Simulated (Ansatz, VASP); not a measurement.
# Two plane-wave programs on C

INCAR

```
ALGO = Normal ; EDIFF = 1E-6
ENCUT = 520 ; GGA = PE
ISIF = 2 ; ISMEAR = 0
LASPH = True ; LCHARG = True
LELF = True ; LREAL = False
LVHAR = True ; LWAVE = False
NBANDS = 26 ; NELM = 60
PREC = Accurate ; SIGMA = 0.05
```

Contents of KPOINTS:

```
k-points
0
Gamma
  12 12 4
```

Contents of POSCAR:

```
C
1.0
    2.5220988435      0.0000000000      0.0000000000
   -1.2610494217      2.1842016693      0.0000000000
    0.0000000000      0.0000000000      8.2371000000
C
8
Direct
    0.0000000000      0.0000000000      0.0937500000
    0.0000000000      0.0000000000      0.5937500000
    0.0000000000      0.0000000000      0.4062500000
    0.0000000000      0.0000000000      0.9062500000
    0.3117508584      0.6235017168      0.1522032860
    0.6666666667      0.3333333333      0.6562500000
    0.3333333333      0.6666666667      0.3437500000
    0.6666666667      0.3333333333      0.8437500000
```

Input for Ansatz:

```yaml
crystal:
  lattice:
    - [2.5220988435, 0.0, 0.0]
    - [-1.2610494217, 2.1842016693, 0.0]
    - [0.0, 0.0, 8.2371]
  atoms:
    - { symbol: C, position: [0.0, 0.0, 0.09375] }
    - { symbol: C, position: [0.0, 0.0, 0.59375] }
    - { symbol: C, position: [0.0, 0.0, 0.40625] }
    - { symbol: C, position: [0.0, 0.0, 0.90625] }
    - { symbol: C, position: [0.3117508584, 0.6235017168, 0.152203286] }
    - { symbol: C, position: [0.6666666667, 0.3333333333, 0.65625] }
    - { symbol: C, position: [0.3333333333, 0.6666666667, 0.34375] }
    - { symbol: C, position: [0.6666666667, 0.3333333333, 0.84375] }
basis:
  ecutwfc: 420
kpoints:
  mp_grid: { grid: [12, 12, 4] }
hamiltonian:
  xc: pbe
scf:
  occupations: { method: gaussian, width: 0.05 }
output:
  forces: true
  stress: true
  eigenvalues: true
```

Alike in both runs: task single point; functional PBE; k mesh 12 × 12 × 4; occupations gaussian, width 0.05 eV; no spin polarisation.

|  | VASP | Ansatz |
| --- | --- | --- |
| version | VASP 6.6.1 | Ansatz 0.2.0 |
| potentials or method | VASP PAW PBE potentials, release 64 (C), cutoff 520 eV | scalar-relativistic, plane waves, PAW |
| valence electrons in the cell | 32 | 32 |

|  | VASP | Ansatz | Ansatz less VASP |
| --- | --- | --- | --- |
| gap on the k mesh at the Fermi level (eV) | 3.99 | 4.00 | +0.009 |
| least direct gap on the mesh (eV) | 4.50 | 4.51 | +0.006 |
| pressure (GPa) | 3.9 | 3.3 | -0.66 |
| traceless stress, the component that is largest in VASP (GPa) | 7.13 | 7.16 | +0.030 |
| rms of the force components (eV/Å) | 1.192 | 1.186 | -0.0059 |

Atom by atom the forces differ by 0.007 eV/Å (rms over components).
